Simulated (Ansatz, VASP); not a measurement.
**One calculation of Tl, two programs**

INCAR

```
SYSTEM = Tl
  ALGO = Normal
  DIPOL = 0.5 0.5 0.500
  EDIFF = 1E-6
  ENCUT = 520
  GGA = PS
  IDIPOL = 3
  ISIF = 2
  ISMEAR = 1
  LASPH = .TRUE.
  LCHARG = .FALSE.
  LDIPOL = .TRUE.
  LREAL = .FALSE.
  LWAVE = .FALSE.
  NBANDS = 48
  NELM = 100
  PREC = Accurate
  SIGMA = 0.1
```

Contents of KPOINTS:

```
k-points
0
G
  11 11 1
  0 0 0
```

File POSCAR:

```
Tl
1.0
    3.4617901980      0.0000000000      0.0000000000
    1.7308950990      2.9979982540      0.0000000000
    0.0000000000      0.0000000000     29.7797228180
Tl
6
Direct
    0.6666666667      0.6666666667      0.2686391693
    0.0000000000      0.0000000000      0.3611835016
    0.6666666667      0.6666666667      0.4537278339
    0.0000000000      0.0000000000      0.5462721661
    0.6666666667      0.6666666667      0.6388164984
    0.0000000000      0.0000000000      0.7313608307
```

Input for Ansatz:

```yaml
crystal:
  lattice:
    - [3.461790198, 0.0, 0.0]
    - [1.730895099, 2.997998254, 0.0]
    - [0.0, 0.0, 29.779722818]
  atoms:
    - { symbol: Tl, position: [0.6666666667, 0.6666666667, 0.2686391693] }
    - { symbol: Tl, position: [0.0, 0.0, 0.3611835016] }
    - { symbol: Tl, position: [0.6666666667, 0.6666666667, 0.4537278339] }
    - { symbol: Tl, position: [0.0, 0.0, 0.5462721661] }
    - { symbol: Tl, position: [0.6666666667, 0.6666666667, 0.6388164984] }
    - { symbol: Tl, position: [0.0, 0.0, 0.7313608307] }
kpoints:
  mp_grid: { grid: [11, 11, 1] }
scf:
  occupations: { method: cold, width: 0.1 }
hamiltonian:
  xc: pbesol
  pseudopotentials: { kind: paw }
output:
  forces: true
  stress: false
  populations: false
efield:
  axis: 3
  dipole_correction: true
```

Alike in both runs: task single point; functional PBEsol; k mesh 11 × 11 × 1; no spin polarisation.

|  | VASP | Ansatz |
| --- | --- | --- |
| version | VASP 6.6.1 | Ansatz 0.2.0 |
| potentials or method | VASP PAW PBE potentials, release 64 (Tl_d) | plane-wave PAW, scalar-relativistic |
| plane-wave cutoff (eV) | 520 | 420 |
| occupations | methfessel-paxton of order 1, width 0.1 eV | cold, width 0.1 eV |
| valence electrons in the cell | 78 | 78 |

```csv
,VASP,Ansatz,Ansatz less VASP
rms of the force components (eV/Å),0.019,0.019,+0.0002
```

VASP's potentials were made for PBE, not for PBEsol. Atom by atom the forces differ by 0.002 eV/Å (rms over components).

Neither program's run includes spin-orbit coupling.
